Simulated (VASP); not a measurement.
Write the native input for VASP 6.6.1 that does the following.

```yaml
Task: single point
Functional: r2SCAN
Potentials_or_basis: VASP PAW PBE potentials, release 64 (Hf_pv, O)
Cutoff: 520 eV
k_mesh: 6 × 6 × 8
Occupations: gaussian, width 0.02 eV
Spin: no spin polarisation
Dipole_correction: no
Further_INCAR_settings: ALGO = Normal; EDIFF = 1e-06; NBANDS = 31
```

HfO2:

```
Hf O
1.0
     4.64468    0.00000    0.00000
     0.00000    4.64468    0.00000
     0.00000    0.00000    3.29764
Hf O
2 4
Direct
  0.00000 0.00000 0.00000
  0.50000 0.50000 0.50000
  0.19396 0.80604 0.50000
  0.30604 0.30604 0.00000
  0.69396 0.69396 0.00000
  0.80604 0.19396 0.50000
```

This cell differs from its parent crystal: biaxial strain in the a-b plane: -4.0 %.

The input as run:

POSCAR

```
HfO2
1.0
    4.6446754904      0.0000000000      0.0000000000
    0.0000000000      4.6446754904      0.0000000000
    0.0000000000      0.0000000000      3.2976362646
Hf O
2 4
Direct
    0.0000000000      0.0000000000      0.0000000000
    0.5000000000      0.5000000000      0.5000000000
    0.1939622332      0.8060377668      0.5000000000
    0.3060377668      0.3060377668      0.0000000000
    0.6939622332      0.6939622332      0.0000000000
    0.8060377668      0.1939622332      0.5000000000
```

INCAR.step1

```
SYSTEM = HfO2
PREC = Accurate
ENCUT = 520
ISMEAR = 0
SIGMA = 0.02
LREAL = .FALSE.
LASPH = .TRUE.
NELM = 60
NBANDS = 31
GGA = PE
ALGO = Normal
EDIFF = 1E-4
LWAVE = .TRUE.
LCHARG = .FALSE.
```

INCAR.step2

```
SYSTEM = HfO2
PREC = Accurate
ENCUT = 520
EDIFF = 1E-6
ISMEAR = 0
SIGMA = 0.02
LREAL = .FALSE.
LASPH = .TRUE.
NELM = 60
ALGO = Normal
ISIF = 2
LWAVE = .FALSE.
LCHARG = .TRUE.
METAGGA = R2SCAN
LMIXTAU = .TRUE.
LELF = .TRUE.
LVHAR = .TRUE.
NBANDS = 31
ISTART = 1
```

KPOINTS

```
Automatic mesh
0
G
  6 6 8
  0 0 0
```

Potentials or basis: VASP PAW PBE potentials, release 64 (Hf_pv, O).

Command:

```sh
$ cat potpaw_PBE.64/Hf_pv/POTCAR potpaw_PBE.64/O/POTCAR > POTCAR
$ cp INCAR.step1 INCAR
$ mpirun -np 1 vasp_std > vasp.out
$ cp INCAR.step2 INCAR
$ mpirun -np 1 vasp_std > vasp.out
```

Results of the run:

```yaml
Pressure: 9.4 GPa
Largest_force: 0.279 eV/Å
Band_gap_on_the_k_mesh: 4.59 eV
```

Caveat: the cell differs from its parent crystal (biaxial strain in the a-b plane: -4.0 %); the stress differs along the axes, from -2 to 15 GPa; the PAW data sets were made with another functional, which shifts forces and pressure a little; spin-orbit coupling is left out, which moves the levels of the heavy elements.

It took 3.9 min on 1 thread of Intel(R) Xeon(R) Platinum 8375C CPU @ 2.90GHz (Ice Lake), with other jobs on the host, peak memory 0.25 GiB.
